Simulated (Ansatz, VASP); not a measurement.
## TlSbS4: VASP beside Ansatz

POSCAR

```
TlSbS4
1.0
    0.0000000000      4.0543070860      4.0543070860
    4.0543070860      0.0000000000      4.0543070860
    4.0543070860      4.0543070860      0.0000000000
Tl Sb S
1 1 4
Direct
    0.0000000000      0.0000000000      0.0000000000
    0.7500000000      0.7500000000      0.7500000000
    0.3750000000      0.8750000000      0.3750000000
    0.3750000000      0.3750000000      0.8750000000
    0.3750000000      0.3750000000      0.3750000000
    0.8750000000      0.3750000000      0.3750000000
```

INCAR.step1

```
  PREC = Accurate
  ENCUT = 520
  ISMEAR = 0
  SIGMA = 0.1
  LREAL = F
  LASPH = T
  NELM = 80
  NBANDS = 30
  GGA = PE
  ALGO = Normal
  EDIFF = 1E-4
  LWAVE = T
  LCHARG = F
```

File INCAR.step2:

```
  PREC = Accurate
  ENCUT = 520
  EDIFF = 1E-6
  ISMEAR = 0
  SIGMA = 0.1
  LREAL = F
  LASPH = T
  NELM = 80
  ALGO = Normal
  ISIF = 2
  LWAVE = F
  LCHARG = T
  METAGGA = R2SCAN
  LMIXTAU = T
  LELF = T
  LVHAR = T
  NBANDS = 30
  ISTART = 1
```

Contents of KPOINTS:

```
regular mesh
0
Gamma
  4 4 4
```

Input for Ansatz:

```yaml
crystal:
  lattice:
    - [0.0, 4.054307086, 4.054307086]
    - [4.054307086, 0.0, 4.054307086]
    - [4.054307086, 4.054307086, 0.0]
  atoms:
    - { symbol: Tl, position: [0.0, 0.0, 0.0] }
    - { symbol: Sb, position: [0.75, 0.75, 0.75] }
    - { symbol: S, position: [0.375, 0.875, 0.375] }
    - { symbol: S, position: [0.375, 0.375, 0.875] }
    - { symbol: S, position: [0.375, 0.375, 0.375] }
    - { symbol: S, position: [0.875, 0.375, 0.375] }
basis:
  ecutwfc: 500
kpoints:
  mp_grid: { grid: [4, 4, 4] }
hamiltonian:
  xc: r2scan
scf:
  occupations: { method: gaussian, width: 0.1 }
  lower_state_search: "off"
output:
  forces: true
  stress: true
  eigenvalues: true
```

Alike in both runs: task single point; functional r2SCAN; k mesh 4 × 4 × 4; occupations gaussian, width 0.1 eV; no spin polarisation.

|  | VASP | Ansatz |
| --- | --- | --- |
| version | VASP 6.6.1 | Ansatz 0.2.0 |
| potentials or method | VASP PAW PBE potentials, release 64 (Tl_d, Sb, S), cutoff 520 eV | scalar-relativistic, plane waves, PAW |
| valence electrons in the cell | 42 | 52 |

|  | VASP | Ansatz | Ansatz less VASP |
| --- | --- | --- | --- |
| gap on the k mesh at the Fermi level (eV) | none | none | - |
| pressure (GPa) | -2.5 | -2.4 | +0.14 |

VASP's potentials were made for PBE, not for r2SCAN. A gap of «none» marks a metal or a gap that the smearing closes. VASP's potentials hold 42 valence electrons a cell and Ansatz's 52, so a difference there can come from the potentials and not from the codes.

Spin-orbit coupling is off throughout.
